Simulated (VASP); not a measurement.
# CaO (Fm-3m) in VASP: a series of runs

The runs below take CaO through single point, with r2SCAN, PBE-based screened hybrid with 100 % exact exchange.

All numbers are computed with VASP 6.6.1; they aren't measurements. Logs are shortened: lines on timing, memory, paths and dates and some standing lists are left out, and cuts for length are marked.

### Step 1. The cell of the first run

Symmetry: Fm-3m, No. 225, cubic system. The conventional cell has a = 4.795 Å, b = 4.795 Å, c = 4.795 Å, α = 90.00°, β = 90.00°, γ = 90.00°. Within 3.2 Å of Ca (site symmetry m-3m) lie 6 O at 2.40 Å. Within 3.2 Å of O (site symmetry m-3m) lie 6 Ca at 2.40 Å.

### Step 2. Single point, r2SCAN

POSCAR

```
CaO
1.0
    0.0000000000      2.3975473901      2.3975473901
    2.3975473901      0.0000000000      2.3975473901
    2.3975473901      2.3975473901      0.0000000000
Ca O
1 1
Direct
    0.0000000000      0.0000000000      0.0000000000
    0.5000000000      0.5000000000      0.5000000000
```

INCAR.step1

```
SYSTEM = CaO
ALGO = Normal ; EDIFF = 1E-5
ENCUT = 1480 ; GGA = PE
GGA_COMPAT = .FALSE. ; ISMEAR = 0
ISYM = 0 ; LASPH = .TRUE.
LCHARG = .FALSE. ; LREAL = .FALSE.
LWAVE = .TRUE. ; NBANDS = 15
NELM = 120 ; PREC = Accurate
SIGMA = 0.01
```

INCAR.step2

```
SYSTEM = CaO
ALGO = Normal ; EDIFF = 1E-6
ENCUT = 1480 ; GGA_COMPAT = .FALSE.
ISIF = 2 ; ISMEAR = 0
ISTART = 1 ; ISYM = 0
LASPH = .TRUE. ; LCHARG = .TRUE.
LELF = .TRUE. ; LMIXTAU = .TRUE.
LREAL = .FALSE. ; LVHAR = .TRUE.
LWAVE = .FALSE. ; METAGGA = R2SCAN
NBANDS = 15 ; NELM = 120
PREC = Accurate ; SIGMA = 0.01
```

KPOINTS

```
k-points
0
G
  6 6 6
  0 0 0
```

Potentials or basis: VASP PAW PBE potentials, release 64 (Ca_sv, O_h).

Command:

```bash
> cat potpaw_PBE.64/Ca_sv/POTCAR potpaw_PBE.64/O_h/POTCAR > POTCAR
> cp INCAR.step1 INCAR
> mpirun -np 1 vasp_std > vasp.out
> cp INCAR.step2 INCAR
> mpirun -np 1 vasp_std > vasp.out
```

OUTCAR:

```text
SYSTEM = CaO
   EDIFF = 1E-6
   ENCUT = 1480
   ISIF = 2
   ISMEAR = 0
   ISTART = 1
   ISYM = 0
   LASPH = .TRUE.
   LREAL = .FALSE.
   METAGGA = R2SCAN
   NELM = 120
   PREC = Accurate

 ion  position               nearest neighbor table
   1  0.000  0.000  0.000-
   2  0.500  0.500  0.500-

IMPORTANT INFORMATION: All symmetrisations will be switched off!
NOSYMM: (Re-)initialisation of all symmetry stuff for point group C_1.

----------------------------------------------------------------------------------------

                                     Primitive cell

  volume of cell :      27.5633

  direct lattice vectors                    reciprocal lattice vectors
     0.000000000  2.397547390  2.397547390    -0.208546451  0.208546451  0.208546451
     2.397547390  0.000000000  2.397547390     0.208546451 -0.208546451  0.208546451
     2.397547390  2.397547390  0.000000000     0.208546451  0.208546451 -0.208546451

  length of vectors
     3.390644036  3.390644036  3.390644036     0.361213049  0.361213049  0.361213049

  position of ions in fractional coordinates (direct lattice)
     0.000000000  0.000000000  0.000000000
     0.500000000  0.500000000  0.500000000

  ion indices of the primitive-cell ions
   primitive index   ion index
                 1           1
                 2           2

----------------------------------------------------------------------------------------

 KPOINTS: k-points

Automatic generation of k-mesh.
 Grid dimensions read from file:
 generate k-points for:    6    6    6

 Generating k-lattice:

  Cartesian coordinates                     Fractional coordinates (reciprocal lattice)
    -0.034757742  0.034757742  0.034757742     0.166666667  0.000000000  0.000000000
     0.034757742 -0.034757742  0.034757742     0.000000000  0.166666667  0.000000000
     0.034757742  0.034757742 -0.034757742     0.000000000  0.000000000  0.166666667

  Length of vectors
     0.060202175  0.060202175  0.060202175

  Shift w.r.t. Gamma in fractional coordinates (k-lattice)
     0.000000000  0.000000000  0.000000000

 Subroutine IBZKPT returns following result:
 ===========================================

 Found    112 irreducible k-points:

 Following reciprocal coordinates:
            Coordinates               Weight
  0.000000  0.000000  0.000000      1.000000
  0.166667  0.000000  0.000000      2.000000
  0.000000  0.166667  0.000000      2.000000
  0.000000  0.000000  0.166667      2.000000
  0.166667  0.166667  0.166667      2.000000
  0.333333  0.000000  0.000000      2.000000
[... 16 lines left out ...]
  0.166667 -0.166667 -0.166667      2.000000
  0.333333  0.333333  0.166667      2.000000
 [... further k-points ...]
   k-points           NKPTS =    112   k-points in BZ     NKDIM =    112   number of bands    NBANDS=     15
   number of dos      NEDOS =    301   number of ions     NIONS =      2
   total plane-waves  NPLWV = 110592
   dimension x,y,z NGX =    48 NGY =   48 NGZ =   48
   dimension x,y,z NGXF=    96 NGYF=   96 NGZF=   96
   ions per type =               1   1
   NGX,Y,Z   is equivalent  to a cutoff of  23.53, 23.53, 23.53 a.u.
   NGXF,Y,Z  is equivalent  to a cutoff of  47.07, 47.07, 47.07 a.u.
 SYSTEM =  CaO
   PREC   = accura    normal or accurate (medium, high low for compatibility)
   ISTART =      1    job   : 0-new  1-cont  2-samecut
   ICHARG =      0    charge: 1-file 2-atom 10-const
   ISPIN  =      1    spin polarized calculation?
   LNONCOLLINEAR =      F non collinear calculations
   LSORBIT =      F    spin-orbit coupling
   LASPH  =      T    aspherical Exc in radial PAW
   ENCUT  = 1480.0 eV 108.78 Ry   10.43 a.u.  10.64 10.64 10.64*2*pi/ulx,y,z
   NELM   =    120;   NELMIN=  2; NELMDL=  0     # of ELM steps
   EDIFF  = 0.1E-05   stopping-criterion for ELM
   LREAL  =      F    real-space projection
   EDIFFG = 0.1E-04   stopping-criterion for IOM
   NSW    =      0    number of steps for IOM
   IBRION =     -1    ionic relax: 0-MD 1-quasi-New 2-CG
   NFREE  =      0    steps in history (QN), initial steepest desc. (CG)
   ISIF   =      2    stress and relaxation
   ISYM   =      0    0-nonsym 1-usesym 2-fastsym
   POTIM  = 0.5000    time-step for ionic-motion
   TEBEG  =    0.0;   TEEND  =   0.0 temperature during run
   PSTRESS=    0.0 pullay stress
   NELECT =      16.0000    total number of electrons
   NUPDOWN=      -1.0000    fix difference up-down
   EMIN   =  10.00;   EMAX   =-10.00  energy-range for DOS
   EFERMI =   0.00;   METHOD = LEGACY
   ISMEAR =     0;   SIGMA  =   0.01  broadening in eV -4-tet -1-fermi 0-gaus
   EFERMI_NEDOS =   21; number of points for ismear=-14 and -15
   IALGO  =     38    algorithm
   IMIX   =      4    mixing-type and parameters
     AMIX     =   0.40;   BMIX     =  1.00
     AMIX_MAG =   1.60;   BMIX_MAG =  1.00
  volume/ion in A,a.u.               =      13.78        93.00
  Fermi-wavevector in a.u.,A,eV,Ry     =   1.365644  2.580694 25.374656  1.864985
  Thomas-Fermi vector in A             =   2.491855
   LORBIT       =      0    0 simple, 1 ext, 2 COOP (PROOUT), +10 PAW based schemes
   METAGGA = R2SCAN    functional components
   LHFCALC =     F    Hartree Fock is set to
   AEXX    =    0.0000 exact exchange contribution
   IVDW    =     0    specifies the selected vdW correction
   LEPSILON=     F    determine dielectric tensor
   LRPA    =     F    only Hartree local field effects (RPA)
 non-spin polarized calculation
 Gauss-broadening in eV      SIGMA  =   0.01
  energy-cutoff  :     1480.00
  volume of cell :       27.56
 maximum number of plane-waves:      3593
 NGX is ok and might be reduce to    48
   NGX = 21   NGY = 21   NGZ = 21

 number of electron      16.0000000 magnetization

 Free energy of the ion-electron system (eV)
  ---------------------------------------------------
  ext. energy  EPLUGINS =         0.00000000
  ---------------------------------------------------
  free energy    TOTEN  =       -19.46684251 eV

  energy without entropy =      -19.46684251  energy(sigma->0) =      -19.46684251

 E-fermi :   2.4052     XC(G=0): -11.1140

 val. band max:        2.3304987976   @ k =   0.0000   0.0000   0.0000
 cond. band min:       6.5223841274   @ k =   0.5000   0.5000   0.0000
 fundamental gap:      4.1918853298
 Fermi energy:         2.4051567915

 k-point     1 :       0.0000    0.0000    0.0000
  band No.  band energies     occupation
      1     -36.6938      2.00000
      2     -16.5807      2.00000
      3     -16.5807      2.00000
      4     -16.5807      2.00000
      5     -14.1559      2.00000
      6       2.3305      2.00000
      7       2.3305      2.00000
      8       2.3305      2.00000
      9       7.8186      0.00000
     10       9.2058      0.00000
     11       9.2058      0.00000
     12       9.2058      0.00000
     13      10.8150      0.00000
     14      10.8150      0.00000
     15      18.1538      0.00000

 k-point     2 :       0.1667    0.0000    0.0000
  band No.  band energies     occupation
      1     -36.6678      2.00000
      2     -16.9827      2.00000
      3     -16.5936      2.00000
      4     -16.5936      2.00000
      5     -13.7383      2.00000
      6       1.4957      2.00000
      7       1.9810      2.00000
      8       1.9810      2.00000
      9       8.9185      0.00000
     10       9.1879      0.00000
     11       9.6796      0.00000
     12       9.6796      0.00000
     13      11.4567      0.00000
     14      11.4567      0.00000
     15      19.0611      0.00000

 k-point     3 :       0.0000    0.1667    0.0000
  band No.  band energies     occupation
      1     -36.6678      2.00000
      2     -16.9827      2.00000
      3     -16.5936      2.00000
      4     -16.5936      2.00000
      5     -13.7383      2.00000
      6       1.4957      2.00000
      7       1.9810      2.00000
      8       1.9810      2.00000
      9       8.9185      0.00000
     10       9.1879      0.00000
     11       9.6796      0.00000
     12       9.6796      0.00000
     13      11.4567      0.00000
     14      11.4567      0.00000
     15      19.0611      0.00000

 k-point     4 :       0.0000    0.0000    0.1667
  band No.  band energies     occupation
      1     -36.6678      2.00000
      2     -16.9827      2.00000
      3     -16.5936      2.00000
      4     -16.5936      2.00000
      5     -13.7383      2.00000
      6       1.4957      2.00000
      7       1.9810      2.00000
      8       1.9810      2.00000
      9       8.9185      0.00000
     10       9.1879      0.00000
     11       9.6796      0.00000
     12       9.6796      0.00000
     13      11.4567      0.00000
     14      11.4567      0.00000
     15      19.0611      0.00000
[... 307 lines left out ...]
 k-point    22 :       0.1667    0.3333    0.0000
  band No.  band energies     occupation
      1     -36.6163      2.00000
      2     -17.3522      2.00000
      3     -16.6805      2.00000
      4     -16.6758      2.00000
      5     -13.3687      2.00000
      6       0.5208      2.00000
      7       1.6158      2.00000
      8       1.7825      2.00000
      9       8.2349      0.00000
     10      10.3004      0.00000
     11      11.0769      0.00000
     12      11.1824      0.00000
     13      11.9011      0.00000
     14      13.3113      0.00000
     15      19.4272      0.00000

 k-point    23 :       0.1667   -0.1667   -0.1667
  band No.  band energies     occupation
      1     -36.6163      2.00000
      2     -17.3522      2.00000
      3     -16.6805      2.00000
      4     -16.6758      2.00000
      5     -13.3687      2.00000
      6       0.5208      2.00000
      7       1.6158      2.00000
      8       1.7825      2.00000
      9       8.2349      0.00000
     10      10.3004      0.00000
     11      11.0769      0.00000
     12      11.1824      0.00000
     13      11.9011      0.00000
     14      13.3113      0.00000
     15      19.4272      0.00000

 k-point    24 :       0.3333    0.3333    0.1667
  band No.  band energies     occupation
      1     -36.6163      2.00000
      2     -17.3522      2.00000
      3     -16.6805      2.00000
      4     -16.6758      2.00000
      5     -13.3687      2.00000
      6       0.5208      2.00000
      7       1.6158      2.00000
      8       1.7825      2.00000
      9       8.2349      0.00000
     10      10.3004      0.00000
     11      11.0769      0.00000
     12      11.1824      0.00000
     13      11.9011      0.00000
     14      13.3113      0.00000
     15      19.4272      0.00000

 [... further k-points ...]

------------------------ aborting loop because EDIFF is reached ----------------------------------------

  FORCE on cell =-STRESS in cart. coord.  units (eV):
  Direction    XX          YY          ZZ          XY          YZ          ZX
  --------------------------------------------------------------------------------------
  -------------------------------------------------------------------------------------
  Total        0.1667800      0.1667800      0.1667803     -0.0000005     -0.0000004     -0.0000005
  in kB        9.6944447      9.6944472      9.6944611     -0.0000301     -0.0000254     -0.0000297
  external PRESSURE =       9.6944510 kB  Pullay stress =       0.0000000 kB

 VOLUME and BASIS-vectors are now :
 -----------------------------------------------------------------------------
  energy-cutoff  :     1480.00
  volume of cell :       27.56
      direct lattice vectors                 reciprocal lattice vectors
     0.000000000  2.397547390  2.397547390    -0.208546451  0.208546451  0.208546451
     2.397547390  0.000000000  2.397547390     0.208546451 -0.208546451  0.208546451
     2.397547390  2.397547390  0.000000000     0.208546451  0.208546451 -0.208546451

 POSITION                                       TOTAL-FORCE (eV/Angst)
 -----------------------------------------------------------------------------------
      0.00000      0.00000      0.00000         0.000000      0.000000     -0.000000
      2.39755      2.39755      2.39755        -0.000000     -0.000000      0.000000
 -----------------------------------------------------------------------------------
    total drift:                               -0.000000      0.000000      0.000000

  FREE ENERGIE OF THE ION-ELECTRON SYSTEM (eV)
  ---------------------------------------------------
  free  energy   TOTEN  =       -19.4668425125 eV

  energy  without entropy=      -19.4668425125  energy(sigma->0) =      -19.46684251
```

Wall time 7.1 min (1 thread of Intel Xeon 6975P-C (Granite Rapids), shared host); peak memory 0.52 GiB.

What came out:

```
Free energy            : -19.4668 eV
Pressure               : 1.0 GPa
Band gap on the k mesh : 4.19 eV (least direct gap 4.56 eV)
```

Caveat: the PAW data sets were made with another functional, which shifts forces and pressure a little.

### Step 3. Single point, PBE-based screened hybrid with 100 % exact exchange

POSCAR is that of step 2.

INCAR.step1

```
  PREC = Accurate
  ENCUT = 1000
  EDIFF = 1E-5
  ISMEAR = 0
  SIGMA = 0.01
  LREAL = F
  LASPH = T
  NELM = 120
  ALGO = Normal
  ISIF = 2
  LWAVE = T
  LCHARG = F
  GGA = PE
  NBANDS = 15
  GGA_COMPAT = F
```

INCAR.step2

```
  PREC = Accurate
  ENCUT = 1000
  EDIFF = 1E-6
  ISMEAR = 0
  SIGMA = 0.01
  LREAL = F
  LASPH = T
  NELM = 120
  ALGO = Normal
  ISIF = 2
  LWAVE = F
  LCHARG = F
  GGA = PE
  LHFCALC = T
  AEXX = 1.0
  HFSCREEN = 0.3
  PRECFOCK = Normal
  ISTART = 1
  NBANDS = 15
  ALDAC = 1.0
  AGGAC = 1.0
  GGA_COMPAT = F
```

KPOINTS

```
regular mesh
0
Gamma
  4 4 4
```

Potentials or basis: VASP PAW PBE potentials, release 64 (Ca_sv, O_h).

Command:

```bash
> cat potpaw_PBE.64/Ca_sv/POTCAR potpaw_PBE.64/O_h/POTCAR > POTCAR
> cp INCAR.step1 INCAR
> mpirun -np 1 vasp_std > vasp.out
> cp INCAR.step2 INCAR
> mpirun -np 1 vasp_std > vasp.out
```

Wall time 14 min (1 thread of AMD EPYC 9R45 (Zen 5), shared host); peak memory 0.29 GiB.

Results (log left out):

```
Free energy            : -20.8000 eV
Pressure               : -5.1 GPa
Band gap on the k mesh : 9.70 eV (least direct gap 10.18 eV)
```

Levels at points of the mesh, in eV from the valence-band top:
```tsv
k point	band 5	band 6	band 7	band 8	band 9	band 10	band 11	band 12
(0.00, 0.00, 0.00)	-21.21	0.00	0.00	0.00	10.37	13.36	13.36	13.36
(0.50, 0.00, 0.00)	-18.93	-3.02	-1.30	-1.30	14.16	14.28	16.57	16.57
(0.50, 0.50, 0.00)	-20.90	-1.59	-0.49	-0.49	9.70	15.76	17.31	18.05
```

Caveat: the k points lie up to 0.57 Å⁻¹ apart; the PAW data sets were made with another functional, which shifts forces and pressure a little.

[end of part 1 of 2]
